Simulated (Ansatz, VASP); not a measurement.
## SbP5: VASP beside Ansatz

```
Sb P
1.0
     4.80055    0.00000    0.00000
    -2.40028    4.15740    0.00000
     0.00000    0.00000    5.26013
Sb P
1 5
Direct
  0.00000 0.00000 0.50000
  0.33333 0.66667 0.00000
  0.66667 0.33333 0.00000
  0.00000 0.00000 0.00000
  0.33333 0.66667 0.50000
  0.66667 0.33333 0.50000
```

Alike in both runs: task single point; functional PBE; k mesh 12 × 12 × 8; occupations gaussian, width 0.1 eV; no spin polarisation.

|  | VASP | Ansatz |
| --- | --- | --- |
| version | VASP 6.6.1 | Ansatz 0.2.0 |
| potentials or method | VASP PAW PBE potentials, release 64 (Sb, P), cutoff 520 eV | scalar-relativistic, plane waves, PAW |
| valence electrons in the cell | 30 | 40 |

```csv
,VASP,Ansatz,Ansatz less VASP
gap on the k mesh at the Fermi level (eV),none,none,-
pressure (GPa),-0.1,0.0,+0.09
```

A gap of «none» marks a metal or a gap that the smearing closes. VASP's potentials hold 30 valence electrons a cell and Ansatz's 40, so a difference there can come from the potentials and not from the codes.

Neither program's run includes spin-orbit coupling.
